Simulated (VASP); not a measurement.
# Mg3H10O3 in VASP: single point with PBE

Aim: the single point of Mg3H10O3 with PBE.

All numbers are computed with VASP 6.6.1; they aren't measurements. Logs are shortened: lines on timing, memory, paths and dates and some standing lists are left out, and cuts for length are marked.

## Step 1: The cell of the first run

The cell holds a wire or tube with vacuum around it, 16 atoms: a = 13.500 Å, b = 14.700 Å, c = 5.135 Å, α = 90.00°, β = 90.00°, γ = 90.00°.

## Step 2: Single point, PBE

INCAR reads:

```
SYSTEM = Mg3H10O3
PREC     = Accurate       ! precision mode
ENCUT    = 620            ! plane-wave cutoff, eV
EDIFF    = 1E-6           ! SCF threshold, eV
ISMEAR   = 0              ! smearing method
SIGMA    = 0.05           ! smearing width, eV
LREAL    = Auto         
LASPH    = .TRUE.         ! aspherical terms in the spheres
NELM     = 120            ! most SCF steps
ALGO     = Normal         ! electronic algorithm
ISIF     = 2              ! what is computed and relaxed
LWAVE    = .FALSE.        ! write WAVECAR
LCHARG   = .FALSE.        ! write CHGCAR
GGA      = PE             ! functional
NBANDS   = 43             ! bands
GGA_COMPAT= .FALSE.
```

KPOINTS reads:

```
regular mesh
0
G
  1 1 7
  0 0 0
```

POSCAR reads:

```
Mg3H10O3
1.0
   13.5000000000      0.0000000000      0.0000000000
    0.0000000000     14.7000000000      0.0000000000
    0.0000000000      0.0000000000      5.1351898313
Mg O H
3 3 10
Direct
    0.5996486884      0.4758021553     -0.0697863600
    0.4713563427      0.4006626422      0.4473397924
    0.6067606254      0.6148652535      0.4480513088
    0.5860710880      0.4827049831      0.3266156160
    0.4769101117      0.4159742366      0.8150753951
    0.5934750471      0.6035104130      0.8158387514
    0.6866351435      0.4306394209      0.6833207051
    0.4080915170      0.3343339601      0.2213848301
    0.3201710115      0.5165747732      0.5126769788
    0.4235106626      0.6734503069      0.5051626775
    0.6407193474      0.6974919638      0.2224605348
    0.6372519117      0.4558146708      0.4615073582
    0.4407831802      0.3794919516      0.9459669702
    0.3080242968      0.4965456053      1.3811559702
    0.4346495469      0.6915786800      1.3708039551
    0.6115034603      0.6500827500      0.9463371242
```

Potentials or basis: VASP PAW PBE potentials, release 64 (Mg_sv, O, H).

On the command line:

```
$ cat potpaw_PBE.64/Mg_sv/POTCAR potpaw_PBE.64/O/POTCAR potpaw_PBE.64/H/POTCAR > POTCAR
$ mpirun -np 1 vasp_std > vasp.out
```

OUTCAR:

```text
SYSTEM = Mg3H10O3
   PREC = Accurate
   ENCUT = 620
   EDIFF = 1E-6
   ISMEAR = 0
   LREAL = Auto
   LASPH = .TRUE.
   NELM = 120
   ISIF = 2
   GGA = PE

 ion  position               nearest neighbor table
   1  0.600  0.476  0.930-   5 1.97   6 1.97   4 2.05
   2  0.471  0.401  0.447-   5 1.90   4 2.06
   3  0.607  0.615  0.448-   6 1.90   4 2.06
   4  0.586  0.483  0.327-  12 1.06   1 2.05   2 2.06   3 2.06
   5  0.477  0.416  0.815-  13 0.99   2 1.90   1 1.97
   6  0.593  0.604  0.816-  16 0.99   3 1.90   1 1.97
   7  0.687  0.431  0.683-
   8  0.408  0.334  0.221-
   9  0.320  0.517  0.513-  14 0.75
  10  0.424  0.673  0.505-  15 0.75
  11  0.641  0.697  0.222-
  12  0.637  0.456  0.462-   4 1.06
  13  0.441  0.379  0.946-   5 0.99
  14  0.308  0.497  0.381-   9 0.75
  15  0.435  0.692  0.371-  10 0.75
  16  0.612  0.650  0.946-   6 0.99

  LATTYP: Found a simple orthorhombic cell.
 ALAT       =     5.1351898313
 B/A-ratio  =     2.6289193669
 C/A-ratio  =     2.8626010884

  Lattice vectors:

 A1 = (   0.0000000000,   0.0000000000,   5.1351898313)
 A2 = (  13.5000000000,   0.0000000000,   0.0000000000)
 A3 = (   0.0000000000,  14.7000000000,   0.0000000000)

Analysis of symmetry for initial positions (statically):
=====================================================================
 Subroutine PRICEL returns:
 Original cell was already a primitive cell.

 Routine SETGRP: Setting up the symmetry group for a
 simple orthorhombic supercell.

 Subroutine GETGRP returns: Found  1 space group operations
 (whereof  1 operations were pure point group operations)
 out of a pool of  8 trial point group operations.

The static configuration has the point symmetry C_1 .

Analysis of symmetry for dynamics (positions and initial velocities):
=====================================================================
 Subroutine PRICEL returns:
 Original cell was already a primitive cell.

 Routine SETGRP: Setting up the symmetry group for a
 simple orthorhombic supercell.

 Subroutine GETGRP returns: Found  1 space group operations
 (whereof  1 operations were pure point group operations)
 out of a pool of  8 trial point group operations.

The dynamic configuration has the point symmetry C_1 .

 Subroutine INISYM returns: Found  1 space group operations
 (whereof  1 operations are pure point group operations),
 and found     1 'primitive' translations

----------------------------------------------------------------------------------------

                                     Primitive cell

  volume of cell :    1019.0784

  direct lattice vectors                    reciprocal lattice vectors
    13.500000000  0.000000000  0.000000000     0.074074074  0.000000000  0.000000000
     0.000000000 14.700000000  0.000000000     0.000000000  0.068027211  0.000000000
     0.000000000  0.000000000  5.135189831     0.000000000  0.000000000  0.194734768

  length of vectors
    13.500000000 14.700000000  5.135189831     0.074074074  0.068027211  0.194734768

  position of ions in fractional coordinates (direct lattice)
     0.599648688  0.475802155  0.930213640
     0.471356343  0.400662642  0.447339792
     0.606760625  0.614865253  0.448051309
     0.586071088  0.482704983  0.326615616
     0.476910112  0.415974237  0.815075395
     0.593475047  0.603510413  0.815838751
[... 8 lines left out ...]
     0.434649547  0.691578680  0.370803955
     0.611503460  0.650082750  0.946337124

  ion indices of the primitive-cell ions
   primitive index   ion index
                 1           1
                 2           2
                 3           3
                 4           4
                 5           5
                 6           6
[... 8 lines left out ...]
                15          15
                16          16

----------------------------------------------------------------------------------------

 KPOINTS: regular mesh

Automatic generation of k-mesh.
 Grid dimensions read from file:
 generate k-points for:    1    1    7

 Generating k-lattice:

  Cartesian coordinates                     Fractional coordinates (reciprocal lattice)
     0.074074074  0.000000000  0.000000000     1.000000000  0.000000000  0.000000000
     0.000000000  0.068027211  0.000000000     0.000000000  1.000000000  0.000000000
     0.000000000  0.000000000  0.027819253     0.000000000  0.000000000  0.142857143

  Length of vectors
     0.074074074  0.068027211  0.027819253

  Shift w.r.t. Gamma in fractional coordinates (k-lattice)
     0.000000000  0.000000000  0.000000000

 Subroutine IBZKPT returns following result:
 ===========================================

 Found      4 irreducible k-points:

 Following reciprocal coordinates:
            Coordinates               Weight
  0.000000  0.000000  0.000000      1.000000
  0.000000  0.000000  0.142857      2.000000
  0.000000  0.000000  0.285714      2.000000
  0.000000  0.000000  0.428571      2.000000
   k-points           NKPTS =      4   k-points in BZ     NKDIM =      4   number of bands    NBANDS=     43
   number of dos      NEDOS =    301   number of ions     NIONS =     16
   total plane-waves  NPLWV = 564480
   dimension x,y,z NGX =   112 NGY =  120 NGZ =   42
   dimension x,y,z NGXF=   224 NGYF=  240 NGZF=   84
   ions per type =               3   3  10
   NGX,Y,Z   is equivalent  to a cutoff of  13.79, 13.57, 13.60 a.u.
   NGXF,Y,Z  is equivalent  to a cutoff of  27.58, 27.14, 27.19 a.u.
 SYSTEM =  Mg3H10O3
   PREC   = accura    normal or accurate (medium, high low for compatibility)
   ISTART =      0    job   : 0-new  1-cont  2-samecut
   ICHARG =      2    charge: 1-file 2-atom 10-const
   ISPIN  =      1    spin polarized calculation?
   LNONCOLLINEAR =      F non collinear calculations
   LSORBIT =      F    spin-orbit coupling
   LASPH  =      T    aspherical Exc in radial PAW
   ENCUT  =  620.0 eV  45.57 Ry    6.75 a.u.  27.41 29.84 10.43*2*pi/ulx,y,z
   NELM   =    120;   NELMIN=  2; NELMDL= -5     # of ELM steps
   EDIFF  = 0.1E-05   stopping-criterion for ELM
   LREAL  =      T    real-space projection
   EDIFFG = 0.1E-04   stopping-criterion for IOM
   NSW    =      0    number of steps for IOM
   IBRION =     -1    ionic relax: 0-MD 1-quasi-New 2-CG
   NFREE  =      0    steps in history (QN), initial steepest desc. (CG)
   ISIF   =      2    stress and relaxation
   ISYM   =      2    0-nonsym 1-usesym 2-fastsym
   POTIM  = 0.5000    time-step for ionic-motion
   TEBEG  =    0.0;   TEEND  =   0.0 temperature during run
   PSTRESS=    0.0 pullay stress
   NELECT =      58.0000    total number of electrons
   NUPDOWN=      -1.0000    fix difference up-down
   EMIN   =  10.00;   EMAX   =-10.00  energy-range for DOS
   EFERMI =   0.00;   METHOD = LEGACY
   ISMEAR =     0;   SIGMA  =   0.05  broadening in eV -4-tet -1-fermi 0-gaus
   EFERMI_NEDOS =   21; number of points for ismear=-14 and -15
   IALGO  =     38    algorithm
   IMIX   =      4    mixing-type and parameters
     AMIX     =   0.40;   BMIX     =  1.00
     AMIX_MAG =   1.60;   BMIX_MAG =  1.00
  volume/ion in A,a.u.               =      63.69       429.82
  Fermi-wavevector in a.u.,A,eV,Ry     =   0.629721  1.190000  5.395373  0.396549
  Thomas-Fermi vector in A             =   1.692108
   LORBIT       =      0    0 simple, 1 ext, 2 COOP (PROOUT), +10 PAW based schemes
   GGA     = PE    functional components
   LHFCALC =     F    Hartree Fock is set to
   AEXX    =    0.0000 exact exchange contribution
   IVDW    =     0    specifies the selected vdW correction
   LEPSILON=     F    determine dielectric tensor
   LRPA    =     F    only Hartree local field effects (RPA)
 non-spin polarized calculation
 Gauss-broadening in eV      SIGMA  =   0.05
  energy-cutoff  :      620.00
  volume of cell :     1019.08
 maximum number of plane-waves:     35803
 NGX is ok and might be reduce to   112
   NGX = 55   NGY = 59   NGZ = 21

 number of electron      58.0000002 magnetization

 Free energy of the ion-electron system (eV)
  ---------------------------------------------------
  ext. energy  EPLUGINS =         0.00000000
  ---------------------------------------------------
  free energy    TOTEN  =       -64.39195655 eV

  energy without entropy =      -64.39195655  energy(sigma->0) =      -64.39195655

 E-fermi :  -4.8839     XC(G=0):  -1.9949

 val. band max:       -5.3301874182   @ k =   0.0000   0.0000   0.4286
 cond. band min:      -0.6695356467   @ k =   0.0000   0.0000   0.4286
 fundamental gap:      4.6606517714
 Fermi energy:        -4.8838746651

 k-point     1 :       0.0000    0.0000    0.0000
  band No.  band energies     occupation
      1     -78.9526      2.00000
      2     -78.9511      2.00000
      3     -78.3253      2.00000
      4     -45.8290      2.00000
      5     -45.8280      2.00000
      6     -45.7119      2.00000
[... 33 lines left out ...]
     40       1.5238      0.00000
     41       1.8134      0.00000

 k-point     2 :       0.0000    0.0000    0.1429
  band No.  band energies     occupation
      1     -78.9526      2.00000
      2     -78.9511      2.00000
      3     -78.3253      2.00000
      4     -45.8290      2.00000
      5     -45.8280      2.00000
      6     -45.7119      2.00000
[... 33 lines left out ...]
     40       1.5364      0.00000
     41       1.7491      0.00000

 k-point     3 :       0.0000    0.0000    0.2857
  band No.  band energies     occupation
      1     -78.9526      2.00000
      2     -78.9511      2.00000
      3     -78.3253      2.00000
      4     -45.8290      2.00000
      5     -45.8280      2.00000
      6     -45.7119      2.00000
[... 33 lines left out ...]
     40       1.6859      0.00000
     41       1.8434      0.00000

 k-point     4 :       0.0000    0.0000    0.4286
  band No.  band energies     occupation
      1     -78.9526      2.00000
      2     -78.9511      2.00000
      3     -78.3253      2.00000
      4     -45.8290      2.00000
      5     -45.8280      2.00000
      6     -45.7119      2.00000
[... 33 lines left out ...]
     40       1.9810      0.00000
     41       2.0934      0.00000
 [bands above 41 left out]

------------------------ aborting loop because EDIFF is reached ----------------------------------------

  FORCE on cell =-STRESS in cart. coord.  units (eV):
  Direction    XX          YY          ZZ          XY          YZ          ZX
  --------------------------------------------------------------------------------------
  -------------------------------------------------------------------------------------
  Total       -0.2331405     -0.1648437     -0.1204770      0.0684735     -0.0035415     -0.0067188
  in kB       -0.3665394     -0.2591644     -0.1894118      0.1076529     -0.0055679     -0.0105632
  external PRESSURE =      -0.2717052 kB  Pullay stress =       0.0000000 kB

 VOLUME and BASIS-vectors are now :
 -----------------------------------------------------------------------------
  energy-cutoff  :      620.00
  volume of cell :     1019.08
      direct lattice vectors                 reciprocal lattice vectors
    13.500000000  0.000000000  0.000000000     0.074074074  0.000000000  0.000000000
     0.000000000 14.700000000  0.000000000     0.000000000  0.068027211  0.000000000
     0.000000000  0.000000000  5.135189831     0.000000000  0.000000000  0.194734768

 POSITION                                       TOTAL-FORCE (eV/Angst)
 -----------------------------------------------------------------------------------
      8.09526      6.99429      4.77682         0.017808     -0.008289     -0.001156
      6.36331      5.88974      2.29717        -0.013443     -0.001475     -0.020912
      8.19127      9.03852      2.30083        -0.004680      0.016184     -0.020844
      7.91196      7.09576      1.67723        -0.019452      0.008763     -0.026562
      6.43829      6.11482      4.18557         0.017691      0.017653     -0.027673
      8.01191      8.87160      4.18949        -0.009192     -0.027641     -0.025040
[... 8 lines left out ...]
      5.86777     10.16621      1.90415        -0.007045     -0.010722      0.028531
      8.25530      9.55622      4.85962         0.013585      0.057200      0.059165
 -----------------------------------------------------------------------------------
    total drift:                                0.002521      0.000890      0.004482

  FREE ENERGIE OF THE ION-ELECTRON SYSTEM (eV)
  ---------------------------------------------------
  free  energy   TOTEN  =       -64.3919565485 eV

  energy  without entropy=      -64.3919565485  energy(sigma->0) =      -64.39195655
```

It took 10 min on 1 thread of Intel Xeon Platinum 8488C (Sapphire Rapids), shared host; peak memory 1.1 GiB.

What came out:

```
Free energy            : -64.3920 eV
Largest force          : 0.083 eV/Å
Band gap on the k mesh : 4.66 eV
```

Forces on the atoms (eV/Å):
```
Mg   0.018 -0.008 -0.001
Mg  -0.013 -0.001 -0.021
Mg  -0.005  0.016 -0.021
O   -0.019  0.009 -0.027
O    0.018  0.018 -0.028
O   -0.009 -0.028 -0.025
H   -0.001  0.000 -0.018
H   -0.007 -0.008 -0.012
H   -0.009 -0.017 -0.036
H    0.007  0.012 -0.030
H    0.003  0.010 -0.013
H    0.046 -0.027  0.049
H   -0.043 -0.038  0.059
H    0.007  0.017  0.036
H   -0.007 -0.011  0.029
H    0.014  0.057  0.059
```
